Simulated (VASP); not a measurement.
# RbBr (rocksalt type) (Fm-3m) in VASP: notebook, part 2 of 2

VASP 6.6.1.

### Step 5. Single point, PBE (volume scaled by 1.05)

File INCAR:

```
ALGO = Normal ; EDIFF = 1E-7
ENCUT = 520 ; GGA = PE
ISIF = 2 ; ISMEAR = -1
LASPH = T ; LCHARG = T
LELF = T ; LREAL = F
LVHAR = T ; LWAVE = F
NBANDS = 15 ; NELM = 80
PREC = Accurate ; SIGMA = 0.05
```

File KPOINTS:

```
k-points
0
Gamma
  9 9 9
```

File POSCAR:

```
RbBr
1.0
    0.0000000000      3.5651165013      3.5651165013
    3.5651165013      0.0000000000      3.5651165013
    3.5651165013      3.5651165013      0.0000000000
Rb Br
1 1
Direct
    0.0000000000      0.0000000000      0.0000000000
    0.5000000000      0.5000000000      0.5000000000
```

Potentials or basis: VASP PAW PBE potentials, release 64 (Rb_sv, Br).

Run with:

```
$ cat potpaw_PBE.64/Rb_sv/POTCAR potpaw_PBE.64/Br/POTCAR > POTCAR
$ mpirun -np 1 vasp_std > vasp.out
```

OUTCAR:

```text
EDIFF = 1E-7
   ENCUT = 520
   GGA = PE
   ISIF = 2
   ISMEAR = -1
   LASPH = T
   LREAL = F
   NELM = 80
   PREC = Accurate

 ion  position               nearest neighbor table
   1  0.000  0.000  0.000-   2 3.57   2 3.57   2 3.57   2 3.57   2 3.57   2 3.57
   2  0.500  0.500  0.500-   1 3.57   1 3.57   1 3.57   1 3.57   1 3.57   1 3.57

  LATTYP: Found a face centered cubic cell.
 ALAT       =     7.1302330026

  Lattice vectors:

 A1 = (   0.0000000000,   3.5651165013,   3.5651165013)
 A2 = (   3.5651165013,   0.0000000000,   3.5651165013)
 A3 = (   3.5651165013,   3.5651165013,   0.0000000000)

Analysis of symmetry for initial positions (statically):
=====================================================================
 Subroutine PRICEL returns:
 Original cell was already a primitive cell.

 Routine SETGRP: Setting up the symmetry group for a
 face centered cubic supercell.

 Subroutine GETGRP returns: Found 48 space group operations
 (whereof 48 operations were pure point group operations)
 out of a pool of 48 trial point group operations.

The static configuration has the point symmetry O_h .

Analysis of symmetry for dynamics (positions and initial velocities):
=====================================================================
 Subroutine PRICEL returns:
 Original cell was already a primitive cell.

 Routine SETGRP: Setting up the symmetry group for a
 face centered cubic supercell.

 Subroutine GETGRP returns: Found 48 space group operations
 (whereof 48 operations were pure point group operations)
 out of a pool of 48 trial point group operations.

The dynamic configuration has the point symmetry O_h .

 Subroutine INISYM returns: Found 48 space group operations
 (whereof 48 operations are pure point group operations),
 and found     1 'primitive' translations

----------------------------------------------------------------------------------------

                                     Primitive cell

  volume of cell :      90.6257

  direct lattice vectors                    reciprocal lattice vectors
     0.000000000  3.565116501  3.565116501    -0.140247871  0.140247871  0.140247871
     3.565116501  0.000000000  3.565116501     0.140247871 -0.140247871  0.140247871
     3.565116501  3.565116501  0.000000000     0.140247871  0.140247871 -0.140247871

  length of vectors
     5.041836108  5.041836108  5.041836108     0.242916439  0.242916439  0.242916439

  position of ions in fractional coordinates (direct lattice)
     0.000000000  0.000000000  0.000000000
     0.500000000  0.500000000  0.500000000

  ion indices of the primitive-cell ions
   primitive index   ion index
                 1           1
                 2           2

----------------------------------------------------------------------------------------

 KPOINTS: k-points

Automatic generation of k-mesh.
 Grid dimensions read from file:
 generate k-points for:    9    9    9

 Generating k-lattice:

  Cartesian coordinates                     Fractional coordinates (reciprocal lattice)
    -0.015583097  0.015583097  0.015583097     0.111111111  0.000000000  0.000000000
     0.015583097 -0.015583097  0.015583097     0.000000000  0.111111111  0.000000000
     0.015583097  0.015583097 -0.015583097     0.000000000  0.000000000  0.111111111

  Length of vectors
     0.026990715  0.026990715  0.026990715

  Shift w.r.t. Gamma in fractional coordinates (k-lattice)
     0.000000000  0.000000000  0.000000000

 Subroutine IBZKPT returns following result:
 ===========================================

 Found     35 irreducible k-points:

 Following reciprocal coordinates:
            Coordinates               Weight
  0.000000  0.000000  0.000000      1.000000
  0.111111  0.000000  0.000000      8.000000
  0.222222  0.000000  0.000000      8.000000
  0.333333  0.000000  0.000000      8.000000
  0.444444  0.000000  0.000000      8.000000
  0.111111  0.111111  0.000000      6.000000
[... 16 lines left out ...]
 -0.333333  0.333333  0.000000     12.000000
  0.444444  0.444444  0.000000      6.000000
 [... further k-points ...]
   k-points           NKPTS =     35   k-points in BZ     NKDIM =     35   number of bands    NBANDS=     15
   number of dos      NEDOS =    301   number of ions     NIONS =      2
   total plane-waves  NPLWV =  64000
   dimension x,y,z NGX =    40 NGY =   40 NGZ =   40
   dimension x,y,z NGXF=    80 NGYF=   80 NGZF=   80
   ions per type =               1   1
   NGX,Y,Z   is equivalent  to a cutoff of  13.19, 13.19, 13.19 a.u.
   NGXF,Y,Z  is equivalent  to a cutoff of  26.38, 26.38, 26.38 a.u.
 SYSTEM =  unknown system
   PREC   = accura    normal or accurate (medium, high low for compatibility)
   ISTART =      0    job   : 0-new  1-cont  2-samecut
   ICHARG =      2    charge: 1-file 2-atom 10-const
   ISPIN  =      1    spin polarized calculation?
   LNONCOLLINEAR =      F non collinear calculations
   LSORBIT =      F    spin-orbit coupling
   LASPH  =      T    aspherical Exc in radial PAW
   ENCUT  =  520.0 eV  38.22 Ry    6.18 a.u.   9.37  9.37  9.37*2*pi/ulx,y,z
   NELM   =     80;   NELMIN=  2; NELMDL= -5     # of ELM steps
   EDIFF  = 0.1E-06   stopping-criterion for ELM
   LREAL  =      F    real-space projection
   EDIFFG = 0.1E-05   stopping-criterion for IOM
   NSW    =      0    number of steps for IOM
   IBRION =     -1    ionic relax: 0-MD 1-quasi-New 2-CG
   NFREE  =      0    steps in history (QN), initial steepest desc. (CG)
   ISIF   =      2    stress and relaxation
   ISYM   =      2    0-nonsym 1-usesym 2-fastsym
   POTIM  = 0.5000    time-step for ionic-motion
   TEBEG  =    0.0;   TEEND  =   0.0 temperature during run
   PSTRESS=    0.0 pullay stress
   NELECT =      16.0000    total number of electrons
   NUPDOWN=      -1.0000    fix difference up-down
   EMIN   =  10.00;   EMAX   =-10.00  energy-range for DOS
[... 5 lines left out ...]
     AMIX     =   0.40;   BMIX     =  1.00
     AMIX_MAG =   1.60;   BMIX_MAG =  1.00
  volume/ion in A,a.u.               =      45.31       305.79
  Fermi-wavevector in a.u.,A,eV,Ry     =   0.918398  1.735521 11.475909  0.843456
  Thomas-Fermi vector in A             =   2.043476
   LORBIT       =      0    0 simple, 1 ext, 2 COOP (PROOUT), +10 PAW based schemes
   GGA     = PE    functional components
   LHFCALC =     F    Hartree Fock is set to
   AEXX    =    0.0000 exact exchange contribution
   IVDW    =     0    specifies the selected vdW correction
   LEPSILON=     F    determine dielectric tensor
   LRPA    =     F    only Hartree local field effects (RPA)
 non-spin polarized calculation
  energy-cutoff  :      520.00
  volume of cell :       90.63
 maximum number of plane-waves:      2463
 NGX is ok and might be reduce to    40
   NGX = 19   NGY = 19   NGZ = 19

 number of electron      16.0000002 magnetization

 Free energy of the ion-electron system (eV)
  ---------------------------------------------------
  ext. energy  EPLUGINS =         0.00000000
  ---------------------------------------------------
  free energy    TOTEN  =        -6.10919053 eV

  energy without entropy =       -6.10919053  energy(sigma->0) =       -6.10919053

 E-fermi :  -0.9675     XC(G=0):  -6.7766

 val. band max:       -2.1607995625   @ k =   0.0000   0.0000   0.0000
 cond. band min:       1.9183673110   @ k =   0.0000   0.0000   0.0000
 fundamental gap:      4.0791668736
 Fermi energy:        -0.9675040830

 k-point     1 :       0.0000    0.0000    0.0000
  band No.  band energies     occupation
      1     -26.8409      2.00000
      2     -14.2367      2.00000
      3     -10.9080      2.00000
      4     -10.9080      2.00000
      5     -10.9080      2.00000
      6      -2.1608      2.00000
      7      -2.1608      2.00000
      8      -2.1608      2.00000
      9       1.9184      0.00000
     10       5.0619      0.00000
     11       5.0619      0.00000
     12       5.0619      0.00000
     13       5.8722      0.00000
     14       5.8722      0.00000
     15       8.5352      0.00000
[... 397 lines left out ...]
 k-point    24 :       0.4444    0.4444    0.0000
  band No.  band energies     occupation
      1     -26.8348      2.00000
      2     -14.2004      2.00000
      3     -11.0107      2.00000
      4     -10.9514      2.00000
      5     -10.9514      2.00000
      6      -2.6115      2.00000
      7      -2.3068      2.00000
      8      -2.3068      2.00000
      9       3.5696      0.00000
     10       4.4182      0.00000
     11       6.4915      0.00000
     12       6.7635      0.00000
     13       6.9827      0.00000
     14       8.0842      0.00000
     15       8.0842      0.00000

 [... further k-points ...]
[... 5 lines left out ...]
  --------------------------------------------------------------------------------------
  -------------------------------------------------------------------------------------
  Total       -0.2746247     -0.2746247     -0.2746247      0.0000000      0.0000000      0.0000000
  in kB       -4.8551100     -4.8551100     -4.8551100      0.0000000      0.0000000      0.0000000
  external PRESSURE =      -4.8551100 kB  Pullay stress =       0.0000000 kB

 VOLUME and BASIS-vectors are now :
 -----------------------------------------------------------------------------
  energy-cutoff  :      520.00
  volume of cell :       90.63
      direct lattice vectors                 reciprocal lattice vectors
     0.000000000  3.565116501  3.565116501    -0.140247871  0.140247871  0.140247871
     3.565116501  0.000000000  3.565116501     0.140247871 -0.140247871  0.140247871
     3.565116501  3.565116501  0.000000000     0.140247871  0.140247871 -0.140247871

 POSITION                                       TOTAL-FORCE (eV/Angst)
 -----------------------------------------------------------------------------------
      0.00000      0.00000      0.00000         0.000000      0.000000      0.000000
      3.56512      3.56512      3.56512        -0.000000     -0.000000     -0.000000
 -----------------------------------------------------------------------------------
    total drift:                                0.000000     -0.000000      0.000000

  FREE ENERGIE OF THE ION-ELECTRON SYSTEM (eV)
  ---------------------------------------------------
  free  energy   TOTEN  =        -6.1091905255 eV

  energy  without entropy=       -6.1091905255  energy(sigma->0) =       -6.10919053
```

OSZICAR:

```text
N       E                     dE             d eps       ncg     rms          rms(c)
DAV:   1     0.886865172372E+02    0.88687E+02   -0.63654E+03  1050   0.893E+02
DAV:   2     0.233701063409E+00   -0.88453E+02   -0.81628E+02  1475   0.160E+02
DAV:   3    -0.618620144671E+01   -0.64199E+01   -0.63864E+01  1366   0.461E+01
DAV:   4    -0.636311799566E+01   -0.17692E+00   -0.17688E+00  1560   0.728E+00
DAV:   5    -0.636430165274E+01   -0.11837E-02   -0.11836E-02  1422   0.607E-01    0.246E+00
DAV:   6    -0.611708004215E+01    0.24722E+00   -0.29413E-01  1302   0.238E+00    0.157E+00
DAV:   7    -0.609478465385E+01    0.22295E-01   -0.13164E-01  1421   0.170E+00    0.858E-01
DAV:   8    -0.610819149240E+01   -0.13407E-01   -0.17225E-02  1200   0.733E-01    0.122E-01
DAV:   9    -0.610868653626E+01   -0.49504E-03   -0.78633E-04  1435   0.142E-01    0.740E-02
DAV:  10    -0.610917898501E+01   -0.49245E-03   -0.58014E-04  1127   0.137E-01    0.226E-02
DAV:  11    -0.610918481307E+01   -0.58281E-05   -0.36157E-05  1453   0.331E-02    0.149E-02
DAV:  12    -0.610919009804E+01   -0.52850E-05   -0.12230E-05  1148   0.180E-02    0.132E-03
DAV:  13    -0.610919050606E+01   -0.40802E-06   -0.50065E-07  1437   0.402E-03    0.263E-03
DAV:  14    -0.610919052553E+01   -0.19473E-07   -0.21353E-07  1127   0.256E-03
   1 F= -.61091905E+01 E0= -.61091905E+01  d E =-.104995E-10
```

It took 61 s on 1 thread of Intel Xeon Platinum 8259CL at 2.50GHz (Skylake/Cascade Lake), shared host; peak memory 0.25 GiB.

Results:

```
Free energy            : -6.1092 eV
Pressure               : -0.5 GPa
Band gap on the k mesh : 4.08 eV, direct
```

 A k mesh can miss the band edges.

### Step 6. Summary

| cell | gap on the mesh (eV) | pressure (GPa) |
| --- | --- | --- |
| a = 4.919 Å, angles 60.0°, 2 atoms | 4.25 | 0.4 |
| a = 4.961 Å, angles 60.0°, 2 atoms | 4.19 | 0.0 |
| a = 5.001 Å, angles 60.0°, 2 atoms | 4.13 | -0.2 |
| a = 5.042 Å, angles 60.0°, 2 atoms | 4.08 | -0.5 |

Alike in all rows: task single point; level PBE; potentials or basis VASP PAW PBE potentials, release 64 (Rb_sv, Br); no spin polarisation; k mesh 9 × 9 × 9; cutoff (eV) 520; smearing fermi-dirac 0.05 eV.

Total energies depend on the potentials used, so only differences within one code and one set of settings carry meaning.
